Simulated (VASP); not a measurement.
Write the native input for VASP 6.6.1 that does the following.

| Quantity | Value |
| --- | --- |
| Task | single point |
| Functional | PBE |
| Dispersion | D3(BJ) |
| Potentials or basis | VASP PAW PBE potentials, release 64 (O) |
| Cutoff | 520 eV |
| k mesh | 1 × 1 × 1 |
| Occupations | fermi-dirac, width 0.05 eV |
| Spin | collinear spin, ferromagnetic start |
| Starting moments | [1.0, 1.0, 1.0, 1.0, 1.0, 1.0, 1.0, 1.0, 1.0, 1.0, 1.0, 1.0, 1.0, 1.0, 1.0, 1.0, 1.0, 1.0, 1.0, 1.0, 1.0, 1.0, 1.0, 1.0] μB |
| Dipole correction | no |
| Further INCAR settings | LREAL = Auto; ALGO = Normal; EDIFF = 1e-06; NBANDS = 94 |

The structure of O lies in POSCAR:

```
O
1.0
    8.2621490000      0.0000000000      0.0000000000
    0.0000000000      8.2621490000      0.0000000000
    0.0000000000      0.0000000000      8.2621490000
O
24
Direct
   -0.0627318631      0.9151009017      0.1940294226
    0.0328243899      0.8886186875      0.0816373561
    0.7663865660      0.2432781108      0.6853543794
    0.8611803055      0.1382570080      0.7346998947
    0.6120925682      0.9460734731      0.5454997241
    0.6307317866      1.0327095287      0.4203022724
    0.1977935765      0.5764117786      0.6573108280
    0.1655743560      0.5222249078      0.5205062266
    0.8533131029      0.7078666821      0.5014070794
    0.7606253530      0.6197298064      0.4262329329
    0.3633437257      0.7509305388      0.2647616256
    0.4450779089      0.7069831348      0.1448049412
    0.5727202451      0.2944754446      0.2094007261
    0.6900020806      0.3398752552      0.1296272919
    0.3625206953      0.2823841594      0.9147983170
    0.2467154732      0.2033974454      0.8729569026
    0.0604806328      0.4943023903      0.0910779992
   -0.0246061890      0.4850069879     -0.0319892561
    0.6474586697     -0.0462833580     -0.0165695390
    0.5084996652     -0.0023480574     -0.0365764403
    0.1500457084      0.0903881060      0.5260011651
    0.2342126728      0.1094146329      0.4096270837
    0.7163632609      0.6275849056      0.8209244350
    0.5708442198      0.5992508729      0.7971775866
```

One way to write it, as run:

INCAR

```
SYSTEM = O
PREC     = Accurate       ! precision mode
ENCUT    = 520            ! plane-wave cutoff, eV
EDIFF    = 1E-6           ! SCF threshold, eV
ISMEAR   = -1             ! smearing method
SIGMA    = 0.05           ! smearing width, eV
LREAL    = Auto         
LASPH    = .True.         ! aspherical terms in the spheres
NELM     = 150            ! most SCF steps
ALGO     = Normal         ! electronic algorithm
ISIF     = 2              ! what is computed and relaxed
LWAVE    = .False.        ! write WAVECAR
LCHARG   = .True.         ! write CHGCAR
ISPIN    = 2              ! spin polarisation
MAGMOM   = 1 1 1 1 1 1 1 1 1 1 1 1 1 1 1 1 1 1 1 1 1 1 1 1 ! initial moments
LORBIT   = 11             ! projections on sites
GGA      = PE             ! functional
IVDW     = 12             ! dispersion correction
LELF     = .True.         ! ELF
LVHAR    = .True.       
NBANDS   = 94             ! bands
```

KPOINTS

```
regular mesh
0
Gamma
  1 1 1
  0 0 0
```

Potentials or basis: VASP PAW PBE potentials, release 64 (O).

Run with:

```bash
$ cat potpaw_PBE.64/O/POTCAR > POTCAR
$ mpirun -np 1 vasp_gam > vasp.out
```

It gave:

```
Pressure                                              : 0.2 GPa
Largest force                                         : 3.009 eV/Å
Band gap on the k mesh                                : 1.43 eV
Net moment                                            : 24.00 μB per cell
Site moments                                          : O +0.81, +0.82, +0.80 μB
Valence electrons inside the program's atomic spheres : O 4.88, 4.84, 4.87, 4.90, 4.86, 4.89, 4.93, 4.92, 4.94
Dispersion energy per atom                            : -0.032 eV
```

Caveat: the k points lie up to 0.76 Å⁻¹ apart; the standard files for N, O and F lose accuracy on very short bonds.

Run time: 2.8 min on 1 thread of Intel(R) Xeon(R) Platinum 8488C (Sapphire Rapids) (shared host), peak memory 0.72 GiB.
